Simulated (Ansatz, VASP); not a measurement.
One calculation of MgS, two programs

```
Mg S
1.0
     0.00000    2.60165    2.60165
     2.60165    0.00000    2.60165
     2.60165    2.60165    0.00000
Mg S
1 1
Direct
  0.98301 0.00000 0.00000
  0.50000 0.50000 0.50000
```

Change from the starting cell: all Mg atoms moved +0.062 Å, as atom 1 towards its neighbour atom 1 (Mg) at 3.679 Å.

Alike in both runs: task single point; functional PBE; k mesh 8 × 8 × 8; occupations gaussian, width 0.05 eV; no spin polarisation.

|  | VASP | Ansatz |
| --- | --- | --- |
| version | VASP 6.6.1 | Ansatz 0.2.0 |
| potentials or method | VASP PAW PBE potentials, release 64 (Mg, S), cutoff 520 eV | scalar-relativistic, plane waves, PAW |
| valence electrons in the cell | 8 | 16 |

VASP gave:

| Quantity | Value |
| --- | --- |
| gap on the k mesh at the Fermi level (eV) | 2.78 |
| least direct gap on the mesh (eV) | 3.71 |
| pressure (GPa) | 1.0 |
| traceless stress, the component that is largest in VASP (GPa) | -0.16 |
| rms of the force components (eV/Å) | 0.101 |

Q: What did Ansatz give for the same quantities?

A: gap on the k mesh at the Fermi level (eV): 2.79; least direct gap on the mesh (eV): 3.72; pressure (GPa): 1.3; traceless stress, the component that is largest in VASP (GPa): -0.16; rms of the force components (eV/Å): 0.101.

Atom by atom the forces differ by 0.000 eV/Å (rms over components). VASP's potentials hold 8 valence electrons a cell and Ansatz's 16, so a difference there can come from the potentials and not from the codes.
